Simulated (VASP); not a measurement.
# TiO2 (I4_1/amd) in VASP: further runs, part 2 of 2

VASP 6.6.1. The steps go on from the part before.

### 3 Single point, PBE+U

This run uses another cell than the first one, of the same volume but with other edges.

The input, INCAR:

```
PREC = Accurate
ENCUT = 520
EDIFF = 1E-7
ISMEAR = 0
SIGMA = 0.05
LREAL = False
LASPH = True
NELM = 150
ALGO = Normal
ISIF = 2
LWAVE = False
LCHARG = True
LMAXMIX = 4
LDAU = True
LDAUTYPE = 2
LDAUL = 2 -1
LDAUU = 4 0
LDAUJ = 0 0
LDAUPRINT = 1
GGA = PE
LELF = True
LVHAR = True
NBANDS = 33
```

The input, KPOINTS:

```
Automatic mesh
0
Gamma
  8 8 8
```

The input, POSCAR:

```
TiO2
1.0
   -1.7961012887      1.7961012887      5.5219338020
    1.7961012887     -1.7961012887      5.5219338020
    1.7961012887      1.7961012887     -5.5219338020
Ti O
2 4
Direct
    0.0000000000      0.0000000000      0.0000000000
    0.7500000000      0.2500000000      0.5000000000
    0.2001152117      0.2001152117      0.0000000000
    0.9501152117      0.4501152117      0.5000000000
    0.5498847883      0.0498847883      0.5000000000
    0.7998847883      0.7998847883      0.0000000000
```

Potentials or basis: VASP PAW PBE potentials, release 64 (Ti_sv, O).

Command:

```
$ cat potpaw_PBE.64/Ti_sv/POTCAR potpaw_PBE.64/O/POTCAR > POTCAR
$ mpirun -np 1 vasp_std > vasp.out
```

OUTCAR:

```text
PREC = Accurate
   ENCUT = 520
   EDIFF = 1E-7
   ISMEAR = 0
   LREAL = False
   LASPH = True
   NELM = 150
   ISIF = 2
   GGA = PE

 ion  position               nearest neighbor table
   1  0.000  0.000  0.000-   5 1.88   4 1.88   5 1.88   4 1.88   3 2.21   6 2.21
   2  0.750  0.250  0.500-   6 1.88   3 1.88   6 1.88   3 1.88   4 2.21   5 2.21
   3  0.200  0.200  0.000-   2 1.88   2 1.88   1 2.21
   4  0.950  0.450  0.500-   1 1.88   1 1.88   2 2.21
   5  0.550  0.050  0.500-   1 1.88   1 1.88   2 2.21
   6  0.800  0.800  0.000-   2 1.88   2 1.88   1 2.21

  LATTYP: Found a body centered tetragonal cell.
 ALAT       =     3.5922025774
 C/A-ratio  =     3.0744000000

  Lattice vectors:

 A1 = (  -1.7961012887,   1.7961012887,   5.5219338020)
 A2 = (   1.7961012887,  -1.7961012887,   5.5219338020)
 A3 = (   1.7961012887,   1.7961012887,  -5.5219338020)

Analysis of symmetry for initial positions (statically):
=====================================================================
 Subroutine PRICEL returns:
 Original cell was already a primitive cell.

 Routine SETGRP: Setting up the symmetry group for a
 body centered tetragonal supercell.

[... 243 lines left out ...]
  free energy    TOTEN  =       -47.73701332 eV

  energy without entropy =      -47.73701332  energy(sigma->0) =      -47.73701332

 E-fermi :   3.7342     XC(G=0): -10.5026

 val. band max:        3.3532546637   @ k =  -0.2500   0.2500   0.0000
 cond. band min:       6.3612711617   @ k =   0.0000   0.0000   0.0000
 fundamental gap:      3.0080164981
 Fermi energy:         3.7341893513

 k-point     1 :       0.0000    0.0000    0.0000
  band No.  band energies     occupation
      1     -54.0026      2.00000
      2     -53.9812      2.00000
      3     -30.3537      2.00000
      4     -30.1552      2.00000
      5     -30.1552      2.00000
      6     -30.1458      2.00000
[... 853 lines left out ...]
     32       8.9589      0.00000
     33      10.1531      0.00000

 [... further k-points ...]
[... 5 lines left out ...]
  --------------------------------------------------------------------------------------
  -------------------------------------------------------------------------------------
  Total        8.6907170      8.6907170     -3.2847107      0.0000000      0.0000000      0.0000000
  in kB      195.4129551    195.4129551    -73.8575461      0.0000000      0.0000000      0.0000000
  external PRESSURE =     105.6561213 kB  Pullay stress =       0.0000000 kB

 VOLUME and BASIS-vectors are now :
 -----------------------------------------------------------------------------
  energy-cutoff  :      520.00
  volume of cell :       71.25
      direct lattice vectors                 reciprocal lattice vectors
    -1.796101289  1.796101289  5.521933802     0.000000000  0.278380737  0.090547989
     1.796101289 -1.796101289  5.521933802     0.278380737  0.000000000  0.090547989
     1.796101289  1.796101289 -5.521933802     0.278380737  0.278380737  0.000000000

 POSITION                                       TOTAL-FORCE (eV/Angst)
 -----------------------------------------------------------------------------------
      0.00000      0.00000      0.00000         0.000000      0.000000     -0.000000
      0.00000      1.79610      2.76097         0.000000      0.000000     -0.000000
      0.00000      0.00000      2.21005        -0.000000     -0.000000     -0.843902
      0.00000      1.79610      4.97101         0.000000      0.000000     -0.843902
      0.00000      1.79610      0.55092        -0.000000     -0.000000      0.843902
      0.00000      0.00000      8.83382        -0.000000     -0.000000      0.843902
 -----------------------------------------------------------------------------------
    total drift:                               -0.000000     -0.000000     -0.000000

  FREE ENERGIE OF THE ION-ELECTRON SYSTEM (eV)
  ---------------------------------------------------
  free  energy   TOTEN  =       -47.7370133164 eV

  energy  without entropy=      -47.7370133164  energy(sigma->0) =      -47.73701332
```

Run time: 9.8 min. Hardware: 1 thread of Intel Xeon 8259CL, shared host; peak memory 0.38 GiB.

What came out:

```yaml
Free_energy: -47.7370 eV
Pressure: 10.6 GPa
Largest_force: 0.844 eV/Å
Band_gap_on_the_k_mesh: 3.01 eV (least direct gap 3.18 eV)
```

Forces on the atoms (eV/Å):
```
Ti   0.000  0.000  0.000
Ti   0.000  0.000  0.000
O    0.000  0.000 -0.844
O    0.000  0.000 -0.844
O    0.000  0.000  0.844
O    0.000  0.000  0.844
```

Stress tensor (GPa, compression positive):
```
19.54  0.00  0.00
 0.00 19.54  0.00
 0.00  0.00 -7.39
```

Levels at points of the mesh, in eV from the valence-band top:
```tsv
k point	band 20	band 21	band 22	band 23	band 24	band 25	band 26	band 27	band 28	band 29
(0.00, 0.00, 0.00)	-1.44	-1.44	-1.16	-0.45	-0.45	3.01	3.34	4.37	5.15	5.15
(0.50, 0.00, 0.00)	-1.81	-1.65	-1.36	-0.89	-0.79	3.78	3.80	4.28	4.48	4.92
(0.50, 0.50, 0.00)	-2.11	-1.93	-1.93	-0.21	-0.21	3.32	3.32	3.86	3.86	5.35
(0.50, 0.50, 0.50)	-1.54	-1.45	-1.45	-0.35	-0.35	3.17	3.17	4.87	4.87	4.93
```

Eigenvalues of the final occupation matrices:
| site | spin | trace | eigenvalues |
| --- | --- | --- | --- |
| site 1 d | 1 | 0.83 | 0.12 0.12 0.13 0.18 0.28 |
| site 1 d | 2 | 0.83 | 0.12 0.12 0.13 0.18 0.28 |
| site 2 d | 1 | 0.83 | 0.12 0.12 0.13 0.18 0.28 |
| site 2 d | 2 | 0.83 | 0.12 0.12 0.13 0.18 0.28 |

Caveat: the cell stands under pressure.

### 4 Single point, PBE+U

This run uses another cell than the first one, of the same volume but with other edges.

The input, INCAR:

```
  PREC = Accurate
  ENCUT = 520
  EDIFF = 1E-6
  ISMEAR = 0
  SIGMA = 0.05
  LREAL = False
  LASPH = True
  NELM = 150
  ALGO = Normal
  ISIF = 2
  LWAVE = False
  LCHARG = True
  LMAXMIX = 4
  LDAU = True
  LDAUTYPE = 2
  LDAUL = 2 -1
  LDAUU = 4 0
  LDAUJ = 0 0
  LDAUPRINT = 1
  GGA = PE
  LELF = True
  LVHAR = True
  NBANDS = 33
```

KPOINTS is that of step 3.

Changes to POSCAR since step 3:

```diff
@@ -2,5 +2,5 @@
 1.0
-   -1.7961012887      1.7961012887      5.5219338020
-    1.7961012887     -1.7961012887      5.5219338020
-    1.7961012887      1.7961012887     -5.5219338020
+   -1.9530452893      1.9530452893      4.6701218957
+    1.9530452893     -1.9530452893      4.6701218957
+    1.9530452893      1.9530452893     -4.6701218957
 Ti O
```

Command:

```
$ cat potpaw_PBE.64/Ti_sv/POTCAR potpaw_PBE.64/O/POTCAR > POTCAR
$ mpirun -np 1 vasp_std > vasp.out
```

Wall time 5.8 min (1 thread of Intel Xeon 8259CL, shared host); peak memory 0.3 GiB.

It converged, with:

* Free energy: -47.9903 eV
* Pressure: 11.5 GPa
* Largest force: 2.338 eV/Å
* Band gap on the k mesh: 2.80 eV (least direct gap 3.00 eV)

Forces in eV/Å, atoms in the order of the input:
```
Ti   0.000  0.000  0.000
Ti   0.000  0.000  0.000
O    0.000  0.000  2.338
O    0.000  0.000  2.338
O    0.000  0.000 -2.338
O    0.000  0.000 -2.338
```

Stress tensor (GPa, compression positive):
```
 0.91  0.00  0.00
 0.00  0.91  0.00
 0.00  0.00 32.58
```

Levels at points of the mesh, in eV from the valence-band top:
```tsv
k point	band 20	band 21	band 22	band 23	band 24	band 25	band 26	band 27	band 28	band 29
(0.00, 0.00, 0.00)	-0.54	-0.36	-0.36	-0.34	-0.34	2.80	3.68	4.73	4.73	4.78
(0.50, 0.00, 0.00)	-1.66	-1.57	-0.76	-0.47	-0.47	3.71	4.13	4.17	4.24	4.87
(0.50, 0.50, 0.00)	-2.46	-1.57	-1.57	-0.14	-0.14	3.96	3.96	4.35	4.35	5.26
(0.50, 0.50, 0.50)	-1.23	-0.90	-0.90	0.00	0.00	3.23	3.23	4.47	4.47	4.79
```

Eigenvalues of the final occupation matrices:
| site | spin | trace | eigenvalues |
| --- | --- | --- | --- |
| site 1 d | 1 | 0.81 | 0.08 0.11 0.11 0.22 0.30 |
| site 1 d | 2 | 0.81 | 0.08 0.11 0.11 0.22 0.30 |
| site 2 d | 1 | 0.81 | 0.08 0.11 0.11 0.22 0.30 |
| site 2 d | 2 | 0.81 | 0.08 0.11 0.11 0.22 0.30 |

Caveat: the cell stands under pressure; forces of over 1 eV/Å act on the atoms, so gaps and moduli don't describe the material at rest. A k mesh can miss the band edges.

### 5 Single point, PBE+U

This run uses another cell than the first one, of the same volume but with other edges.

The input, INCAR:

```
PREC = Accurate ; ENCUT = 520
EDIFF = 1E-6 ; ISMEAR = 0
SIGMA = 0.05 ; LREAL = False
LASPH = True ; NELM = 150
ALGO = Normal ; ISIF = 2
LWAVE = False ; LCHARG = True
LMAXMIX = 4 ; LDAU = True
LDAUTYPE = 2 ; LDAUL = 2 -1
LDAUU = 4 0 ; LDAUJ = 0 0
LDAUPRINT = 1 ; GGA = PE
LELF = True ; LVHAR = True
NBANDS = 33
```

The input, KPOINTS:

```
regular mesh
0
Gamma
  8 8 8
```

Changes to POSCAR since step 4:

```diff
@@ -2,5 +2,5 @@
 1.0
-   -1.9530452893      1.9530452893      4.6701218957
-    1.9530452893     -1.9530452893      4.6701218957
-    1.9530452893      1.9530452893     -4.6701218957
+   -1.8306501367      1.8306501367      5.3154757370
+    1.8306501367     -1.8306501367      5.3154757370
+    1.8306501367      1.8306501367     -5.3154757370
 Ti O
```

Command:

```
$ cat potpaw_PBE.64/Ti_sv/POTCAR potpaw_PBE.64/O/POTCAR > POTCAR
$ mpirun -np 1 vasp_std > vasp.out
```

Wall time 4.7 min (1 thread of Intel Xeon Platinum 8259CL at 2.50GHz (Skylake/Cascade Lake), shared host); peak memory 0.37 GiB.

Results (log left out):

```
Free energy            : -48.1322 eV
Pressure               : 7.6 GPa
Largest force          : 0.422 eV/Å
Band gap on the k mesh : 2.94 eV (least direct gap 3.26 eV)
```

Forces on the atoms (eV/Å):
```
Ti   0.000  0.000  0.000
Ti   0.000  0.000  0.000
O    0.000  0.000 -0.422
O    0.000  0.000 -0.422
O    0.000  0.000  0.422
O    0.000  0.000  0.422
```

Stress tensor (GPa, compression positive):
```
14.00  0.00  0.00
 0.00 14.00  0.00
 0.00  0.00 -5.25
```

Levels at points of the mesh, in eV from the valence-band top:
```tsv
k point	band 20	band 21	band 22	band 23	band 24	band 25	band 26	band 27	band 28	band 29
(0.00, 0.00, 0.00)	-1.15	-1.15	-1.03	-0.36	-0.36	2.94	3.36	4.58	4.95	4.95
(0.50, 0.00, 0.00)	-1.74	-1.72	-1.10	-0.81	-0.74	3.85	3.86	4.08	4.34	4.89
(0.50, 0.50, 0.00)	-2.20	-1.87	-1.87	-0.16	-0.16	3.45	3.45	3.96	3.96	5.50
(0.50, 0.50, 0.50)	-1.43	-1.34	-1.34	-0.18	-0.18	3.14	3.14	4.67	4.67	4.89
```

Eigenvalues of the final occupation matrices:
```csv
site,spin,trace,eigenvalues
site 1 d,1,0.81,0.11 0.11 0.12 0.20 0.27
site 1 d,2,0.81,0.11 0.11 0.12 0.20 0.27
site 2 d,1,0.81,0.11 0.11 0.12 0.20 0.27
site 2 d,2,0.81,0.11 0.11 0.12 0.20 0.27
```

Caveat: the cell stands under pressure.

### 6 Summary

| cell | gap on the mesh (eV) | pressure (GPa) | largest force (eV/Å) |
| --- | --- | --- | --- |
| a = 5.748 Å, angles 142.1, 142.1, 54.7°, 6 atoms, atomic positions A | 2.56 | 4.5 | 1.07 |
| a = 6.078 Å, angles 145.6, 145.6, 49.4°, 6 atoms, atomic positions B | 3.01 | 10.6 | 0.84 |
| a = 5.426 Å, angles 137.8, 137.8, 61.2°, 6 atoms, atomic positions B | 2.80 | 11.5 | 2.34 |
| a = 5.912 Å, angles 143.9, 143.9, 51.9°, 6 atoms, atomic positions B | 2.94 | 7.6 | 0.42 |

Alike in all rows: task single point; level PBE+U; potentials or basis VASP PAW PBE potentials, release 64 (Ti_sv, O); no spin polarisation; Ti d U = 4.0 eV; k mesh 8 × 8 × 8; cutoff (eV) 520; smearing gaussian 0.05 eV.

Caveats: the cell stands under pressure; forces of over 1 eV/Å act on the atoms, so gaps and moduli don't describe the material at rest (at least some runs).

Absolute energies hang on the potentials; compare differences alone.
